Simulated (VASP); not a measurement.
# BN (P6_3mc) in VASP: a series of runs

BN is run at these levels: PBEsol, PBE; tasks: vibrations by perturbation theory, G0W0 quasiparticle levels.

Program: VASP 6.6.1. These are calculated values, not measurements. Logs are shortened: lines on timing, memory, paths and dates and some standing lists are left out, and cuts for length are marked.

### Step 1. The cell of the first run

It takes space group P6_3mc (No. 186, hexagonal). Conventional cell: a = 2.541 Å, b = 2.541 Å, c = 4.203 Å, α = 90.00°, β = 90.00°, γ = 120.00°. Within 2.1 Å of B (site symmetry 3m) lie 4 N at 1.56 to 1.57 Å. Within 2.1 Å of N (site symmetry 3m) lie 4 B at 1.56 to 1.57 Å.

### Step 2. Vibrations by perturbation theory, PBEsol

Input file INCAR:

```
PREC = Accurate
ENCUT = 520
EDIFF = 1E-8
ISMEAR = 0
SIGMA = 0.01
LREAL = False
LASPH = True
NELM = 80
ALGO = Normal
ISIF = 2
LWAVE = False
LCHARG = False
GGA = PS
IBRION = 8
NSW = 1
LEPSILON = True
```

Input file KPOINTS:

```
Automatic mesh
0
Gamma
  9 9 6
```

Input file POSCAR:

```
BN
1.0
    2.5410075682      0.0000000000      0.0000000000
   -1.2705037841      2.2005771053      0.0000000000
    0.0000000000      0.0000000000      4.2033069322
B N
2 2
Direct
    0.3333333333      0.6666666667      0.0002668109
    0.6666666667      0.3333333333      0.5002668109
    0.3333333333      0.6666666667      0.3747331891
    0.6666666667      0.3333333333      0.8747331891
```

Potentials or basis: VASP PAW PBE potentials, release 64 (B, N).

The run is started by

```console
$ cat potpaw_PBE.64/B/POTCAR potpaw_PBE.64/N/POTCAR > POTCAR
$ mpirun -np 1 vasp_std > vasp.out
```

OUTCAR:

```text
PREC = Accurate
   ENCUT = 520
   EDIFF = 1E-8
   ISMEAR = 0
   LREAL = False
   LASPH = True
   NELM = 80
   ISIF = 2
   GGA = PS
   IBRION = 8
   NSW = 1
   LEPSILON = True

 ion  position               nearest neighbor table
   1  0.333  0.667  0.000-   4 1.56   4 1.56   4 1.56   3 1.57
   2  0.667  0.333  0.500-   3 1.56   3 1.56   3 1.56   4 1.57
   3  0.333  0.667  0.375-   2 1.56   2 1.56   2 1.56   1 1.57
   4  0.667  0.333  0.875-   1 1.56   1 1.56   1 1.56   2 1.57

  LATTYP: Found a hexagonal cell.
 ALAT       =     2.5410075682
 C/A-ratio  =     1.6541890645

  Lattice vectors:

 A1 = (   2.5410075682,   0.0000000000,   0.0000000000)
 A2 = (  -1.2705037841,   2.2005771053,   0.0000000000)
 A3 = (   0.0000000000,   0.0000000000,   4.2033069322)

Analysis of symmetry for initial positions (statically):
=====================================================================
 Subroutine PRICEL returns:
 Original cell was already a primitive cell.

 Routine SETGRP: Setting up the symmetry group for a
 hexagonal supercell.

 Subroutine GETGRP returns: Found 12 space group operations
 (whereof  6 operations were pure point group operations)
 out of a pool of 24 trial point group operations.

The static configuration has the point symmetry C_3v.
 The point group associated with its full space group is C_6v.

Analysis of symmetry for dynamics (positions and initial velocities):
=====================================================================
 Subroutine PRICEL returns:
 Original cell was already a primitive cell.

 Routine SETGRP: Setting up the symmetry group for a
 hexagonal supercell.

 Subroutine GETGRP returns: Found 12 space group operations
 (whereof  6 operations were pure point group operations)
 out of a pool of 24 trial point group operations.

The dynamic configuration has the point symmetry C_3v.
 The point group associated with its full space group is C_6v.

 Subroutine INISYM returns: Found 12 space group operations
 (whereof  6 operations are pure point group operations),
 and found     1 'primitive' translations

----------------------------------------------------------------------------------------

                                     Primitive cell

  volume of cell :      23.5036

  direct lattice vectors                    reciprocal lattice vectors
     2.541007568  0.000000000  0.000000000     0.393544676  0.227213125  0.000000000
    -1.270503784  2.200577105  0.000000000     0.000000000  0.454426249  0.000000000
     0.000000000  0.000000000  4.203306932     0.000000000  0.000000000  0.237907918

  length of vectors
     2.541007568  2.541007568  4.203306932     0.454426249  0.454426249  0.237907918

  position of ions in fractional coordinates (direct lattice)
     0.333333333  0.666666667  0.000266811
     0.666666667  0.333333333  0.500266811
     0.333333333  0.666666667  0.374733189
     0.666666667  0.333333333  0.874733189

  ion indices of the primitive-cell ions
   primitive index   ion index
                 1           1
                 2           2
                 3           3
                 4           4

----------------------------------------------------------------------------------------

 KPOINTS: Automatic mesh

Automatic generation of k-mesh.
 Grid dimensions read from file:
 generate k-points for:    9    9    6

 Generating k-lattice:

  Cartesian coordinates                     Fractional coordinates (reciprocal lattice)
     0.043727186  0.025245903  0.000000000     0.111111111  0.000000000  0.000000000
     0.000000000  0.050491805  0.000000000     0.000000000  0.111111111  0.000000000
[... 510 lines left out ...]
  ---------------------------------------------------
  ---------------------------------------------------
  free energy    TOTEN  =        -0.24982358 eV

  energy without entropy =       -0.24982358

------------------------ aborting loop because EDIFF is reached ----------------------------------------

--------------------------------------- Ionic step        2  -------------------------------------------

------------------------ aborting loop because EDIFF is reached ----------------------------------------

--------------------------------------- Ionic step        3  -------------------------------------------

------------------------ aborting loop because EDIFF is reached ----------------------------------------

 PIEZOELECTRIC TENSOR FIELD DIRECTION 3  (e Angst)
 -----------------------------------------------------------------------------
     0.74512 -0.00000  0.00000           (  0.00610 -0.00000  0.00000)
    -0.00000  0.74512  0.00000           ( -0.00000  0.00610  0.00000)
     0.00000  0.00000 -1.54149           (  0.00000  0.00000 -0.00868)

 PIEZOELECTRIC TENSOR FIELD DIRECTION 3  (C/m^2)
 -----------------------------------------------------------------------------
     0.50793 -0.00000  0.00000
    -0.00000  0.50793  0.00000
     0.00000  0.00000 -1.05080

[... ionic steps 4 to 9 ...]

--------------------------------------- Ionic step       10  -------------------------------------------

------------------------ aborting loop because EDIFF is reached ----------------------------------------

[... ionic steps 11 to 11 ...]

--------------------------------------- Ionic step       12  -------------------------------------------

 Free energy of the ion-electron system (eV)
  ---------------------------------------------------
  ---------------------------------------------------
  free energy    TOTEN  =        -0.25806181 eV

  energy without entropy =       -0.25806181

------------------------ aborting loop because EDIFF is reached ----------------------------------------

 INTERNAL STRAIN TENSOR  FOR ION    3  DIRECTION 3   (eV/Angst):
 -----------------------------------------------------------------------------
     1.76648  0.00000 -0.00000
    -0.00000  1.76648 -0.00000
     0.00000 -0.00000 -1.24093

 MACROSCOPIC STATIC DIELECTRIC TENSOR (including local field effects in DFT)
 ------------------------------------------------------
           4.593598     0.000000     0.000000
           0.000000     4.593598    -0.000000
           0.000000    -0.000000     4.750162
 ------------------------------------------------------

 PIEZOELECTRIC TENSOR (including local field effects)  for field in x, y, z        (e  Angst)
          XX          YY          ZZ          XY          YZ          ZX
  --------------------------------------------------------------------------------
  x     0.00000     0.00000     0.00000     0.00000     0.00000     0.90336
  y     0.00000     0.00000    -0.00000     0.00000     0.90336     0.00000
  z     0.74512     0.74512    -1.54149     0.00000     0.00000     0.00000

 PIEZOELECTRIC TENSOR (including local field effects)  for field in x, y, z        (C/m^2)
          XX          YY          ZZ          XY          YZ          ZX
  --------------------------------------------------------------------------------
  x     0.00000     0.00000     0.00000     0.00000     0.00000     0.61580
  y     0.00000     0.00000    -0.00000     0.00000     0.61580     0.00000
  z     0.50793     0.50793    -1.05080     0.00000     0.00000     0.00000

 BORN EFFECTIVE CHARGES (including local field effects) (in |e|, cummulative output)
 ---------------------------------------------------------------------------------
 ion    1
    1     1.83498    -0.00000     0.00000
    2     0.00000     1.83498     0.00000
    3     0.00000     0.00000     1.93268
 ion    2
    1     1.83498     0.00000    -0.00000
    2     0.00000     1.83498     0.00000
    3     0.00000     0.00000     1.93268
 ion    3
    1    -1.83498     0.00000    -0.00000
    2    -0.00000    -1.83498     0.00000
    3     0.00000     0.00000    -1.93268
 ion    4
    1    -1.83498     0.00000    -0.00000
    2    -0.00000    -1.83498    -0.00000
    3    -0.00000    -0.00000    -1.93268

 INTERNAL STRAIN TENSOR FOR ION    4 for displacements in x,y,z  (eV/Angst):
          X           Y           Z          XY          YZ          ZX
  --------------------------------------------------------------------------------
  x     0.00000     0.00000     0.00000     5.22645    -0.00000     2.94574
  y     5.22645    -5.22645     0.00000     0.00000     3.08652    -0.00000
  z     1.76648     1.76648    -1.24093     0.00000     0.00000     0.00000

 SECOND DERIVATIVES (NOT SYMMETRIZED)
 ------------------------------------
               1X          1Y          1Z          2X          2Y          2Z          3X          3Y          3Z          4X          4Y          4Z
  1X   -25.527862    0.000000    0.000000    0.181782   -0.000000    0.000000    4.721250    0.000000   -0.000000   20.624829   -0.000000    0.000000
  1Y    -0.000000  -25.527862    0.000000    0.000000    0.181782    0.000000    0.000000    4.721250    0.000000   -0.000000   20.624829    0.000000
  1Z     0.000000   -0.000000  -35.463225    0.000000    0.000000   11.649044    0.000000    0.000000    9.225077    0.000000    0.000000   14.589104
  2X     0.181782   -0.000000   -0.000000  -25.527862    0.000000    0.000000   20.624829   -0.000000   -0.000000    4.721250    0.000000    0.000000
  2Y     0.000000    0.181782   -0.000000   -0.000000  -25.527862    0.000000   -0.000000   20.624829    0.000000    0.000000    4.721250   -0.000000
  2Z     0.000000    0.000000   11.649044    0.000000    0.000000  -35.463225    0.000000   -0.000000   14.589104   -0.000000    0.000000    9.225077
  3X     4.726399    0.000000   -0.000000   20.626706    0.000000    0.000000  -25.769745   -0.000000   -0.000000    0.416640   -0.000000    0.000000
  3Y     0.000000    4.726399    0.000000    0.000000   20.626706    0.000000   -0.000000  -25.769745    0.000000    0.000000    0.416640    0.000000
  3Z     0.000000    0.000000    9.095268    0.000000    0.000000   14.705353   -0.000000    0.000000  -37.872851    0.000000   -0.000000   14.072230
  4X    20.626706    0.000000    0.000000    4.726399    0.000000    0.000000    0.416640    0.000000    0.000000  -25.769745    0.000000    0.000000
  4Y    -0.000000   20.626706    0.000000    0.000000    4.726399    0.000000    0.000000    0.416640    0.000000   -0.000000  -25.769745   -0.000000
  4Z     0.000000    0.000000   14.705353    0.000000   -0.000000    9.095268    0.000000    0.000000   14.072230    0.000000    0.000000  -37.872851

 Eigenvectors and eigenvalues of the dynamical matrix
 ----------------------------------------------------

   1 f  =   33.475444 THz   210.332420 2PiTHz 1116.620628 cm-1   138.443251 meV
             X         Y         Z           dx          dy          dz
     -0.000000  1.467051  0.001121    -0.000000    0.000000   -0.629995
      1.270504  0.733526  2.102775    -0.000000    0.000000    0.629995
     -0.000000  1.467051  1.575119     0.000000   -0.000000   -0.321101
      1.270504  0.733526  3.676772     0.000000   -0.000000    0.321101
[... 71 lines left out ...]
  12 f/i=    0.004361 THz     0.027401 2PiTHz    0.145470 cm-1     0.018036 meV
             X         Y         Z           dx          dy          dz
     -0.000000  1.467051  0.001121     0.000000    0.000000   -0.466678
      1.270504  0.733526  2.102775     0.000000    0.000000   -0.466678
     -0.000000  1.467051  1.575119     0.000000    0.000000   -0.531236
      1.270504  0.733526  3.676772     0.000000    0.000000   -0.531236

--------------------------------------------------------------------------------------------------------

 MACROSCOPIC STATIC DIELECTRIC TENSOR IONIC CONTRIBUTION
 ------------------------------------------------------
           2.045278    -0.000000    -0.000000
          -0.000000     2.045278    -0.000000
          -0.000000    -0.000000     2.415843
 ------------------------------------------------------

 ELASTIC MODULI CONTR FROM IONIC RELAXATION (kBar)
 Direction    XX          YY          ZZ          XY          YZ          ZX
 --------------------------------------------------------------------------------
 XX        -161.0027    125.1398     12.6626     -0.0000      0.0000     -0.0000
 YY         125.1398   -161.0027     12.6626      0.0000      0.0000      0.0000
 ZZ          12.6626     12.6626     -8.9419     -0.0000     -0.0000     -0.0000
 XY          -0.0000      0.0000     -0.0000   -143.0712     -0.0000     -0.0000
 YZ          -0.0000      0.0000     -0.0000     -0.0000    -50.9391      0.0000
 ZX          -0.0000      0.0000     -0.0000     -0.0000      0.0000    -43.5396
 --------------------------------------------------------------------------------

 PIEZOELECTRIC TENSOR IONIC CONTR  for field in x, y, z        (C/m^2)
          XX          YY          ZZ          XY          YZ          ZX
  --------------------------------------------------------------------------------
  x    -0.00000     0.00000    -0.00000    -0.00000     0.00000    -0.28080
  y    -0.00000     0.00000    -0.00000    -0.00000    -0.30372     0.00000
  z    -0.19585    -0.19585     0.13830     0.00000     0.00000     0.00000
```

Wall time 10 min (1 thread of AMD EPYC 7R13, shared host); peak memory 0.26 GiB.

Results:

```yaml
Electronic_dielectric_tensor_diagonal: 4.59, 4.59, 4.75
Born_charges_mean_of_the_diagonal: B +1.87; N -1.87 e
Highest_phonon_frequency_at_Γ_LO-TO_splitting_left_out: 1117 cm⁻¹
```

Phonon frequencies in cm⁻¹ (negative: imaginary):
| q point | frequencies |
| --- | --- |
| (0.000, 0.000, 0.000) | 0 0 0 468 468 967 967 973 1030 1063 1063 1117 |

Electronic dielectric tensor:
```
4.59 0.00 0.00
0.00 4.59 0.00
0.00 0.00 4.75
```

Born effective charge tensors (e):
atom 1, B
```
1.83 0.00 0.00
0.00 1.83 0.00
0.00 0.00 1.93
```
atom 2, B
```
1.83 0.00 0.00
0.00 1.83 0.00
0.00 0.00 1.93
```
atom 3, N
```
-1.83  0.00  0.00
 0.00 -1.83  0.00
 0.00  0.00 -1.93
```
atom 4, N
```
-1.83  0.00  0.00
 0.00 -1.83  0.00
 0.00  0.00 -1.93
```

(Continued in part 2 of 2.)
